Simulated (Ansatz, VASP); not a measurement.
## One calculation of BiTe, two programs

The input INCAR:

```
SYSTEM = BiTe
ALGO     = Normal         ! electronic algorithm
EDIFF    = 1E-6           ! SCF threshold, eV
EDIFFG   = -0.001         ! ionic threshold
ENCUT    = 600            ! plane-wave cutoff, eV
GGA      = PE             ! functional
IBRION   = 2              ! ionic algorithm
ISIF     = 3              ! what is computed and relaxed
ISMEAR   = -1             ! smearing method
LASPH    = .True.         ! aspherical terms in the spheres
LCHARG   = .False.        ! write CHGCAR
LREAL    = .False.        ! projectors in reciprocal space
LWAVE    = .False.        ! write WAVECAR
NELM     = 80             ! most SCF steps
NSW      = 80             ! ionic steps
PREC     = Accurate       ! precision mode
SIGMA    = 0.15           ! smearing width, eV
```

The input KPOINTS:

```
k-points
0
Gamma
  12 12 12
  0 0 0
```

POSCAR

```
BiTe
1.0
    0.0000000000      3.2511941619      3.2511941619
    3.2511941619      0.0000000000      3.2511941619
    3.2511941619      3.2511941619      0.0000000000
Bi Te
1 1
Direct
    0.0000000000      0.0000000000      0.0000000000
    0.5000000000      0.5000000000      0.5000000000
```

Input for Ansatz:

```yaml
crystal:
  lattice:
    - [0.0, 3.2511941619, 3.2511941619]
    - [3.2511941619, 0.0, 3.2511941619]
    - [3.2511941619, 3.2511941619, 0.0]
  atoms:
    - { symbol: Bi, position: [0.0, 0.0, 0.0] }
    - { symbol: Te, position: [0.5, 0.5, 0.5] }
basis:
  ecutwfc: 420
kpoints:
  mp_grid: { grid: [12, 12, 12] }
hamiltonian:
  xc: pbe
scf:
  occupations: { method: fermi_dirac, width: 0.15 }
output:
  forces: true
  stress: true
  eigenvalues: true
relax:
  adjacent_minimum: "off"
  f_tol: 0.001
  max_steps: 60
  cell: { stress_tol: 0.01 }
```

Alike in both runs: task relaxation of cell and atoms; functional PBE; k mesh 12 × 12 × 12; occupations fermi-dirac, width 0.15 eV; no spin polarisation.

|  | VASP | Ansatz |
| --- | --- | --- |
| version | VASP 6.6.1 | Ansatz 0.2.0 |
| potentials or method | VASP PAW PBE potentials, release 64 (Bi_d, Te), cutoff 600 eV | scalar-relativistic, plane waves, PAW |
| valence electrons in the cell | 21 | 31 |

Ansatz gave:

| Quantity | Value |
| --- | --- |
| gap on the k mesh at the Fermi level, each at its own relaxed structure (eV) | none |
| relaxed volume (Å³/atom) | 34.48 |
| relaxed cell length with the largest relative difference (Å) | 4.603 |

Question: Which values does VASP return?

Answer: gap on the k mesh at the Fermi level, each at its own relaxed structure (eV): none; relaxed volume (Å³/atom): 34.46; relaxed cell length with the largest relative difference (Å): 4.602.

A gap of «none» marks a metal or a gap that the smearing closes. VASP's potentials hold 21 valence electrons a cell and Ansatz's 31, so a difference there can come from the potentials and not from the codes.

Spin-orbit coupling is off throughout.
